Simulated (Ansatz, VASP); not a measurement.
**Two plane-wave programs on InPd**

```xyz
2
Lattice="3.3603 0.0000 0.0000 0.0000 3.3603 0.0000 0.0000 0.0000 3.0194" Properties=species:S:1:pos:R:3 pbc="T T T"
In   -0.0167    0.0000    0.0000
Pd    1.6981    1.6801    1.5097
```

Change from the starting cell: mode 4 frozen in at -0.017 Å, strain +e along z and -e/2 along x and y -0.0700.

Alike in both runs: task single point; functional PBEsol; k mesh 14 × 14 × 14; occupations gaussian, width 0.15 eV; no spin polarisation.

|  | VASP | Ansatz |
| --- | --- | --- |
| version | VASP 6.6.1 | Ansatz 0.2.0 |
| potentials or method | VASP PAW PBE potentials, release 64 (In_d, Pd), cutoff 520 eV | scalar-relativistic, plane waves, PAW |
| valence electrons in the cell | 23 | 31 |

```tsv
	VASP	Ansatz	Ansatz less VASP
gap on the k mesh at the Fermi level (eV)	none	none	-
pressure (GPa)	1.1	1.0	-0.11
traceless stress, the component that is largest in VASP (GPa)	3.14	3.15	+0.006
rms of the force components (eV/Å)	0.093	0.092	-0.0012
```

VASP's potentials were made for PBE, not for PBEsol. Atom by atom the forces differ by 0.001 eV/Å (rms over components). A gap of «none» marks a metal or a gap that the smearing closes. VASP's potentials hold 23 valence electrons a cell and Ansatz's 31, so a difference there can come from the potentials and not from the codes.
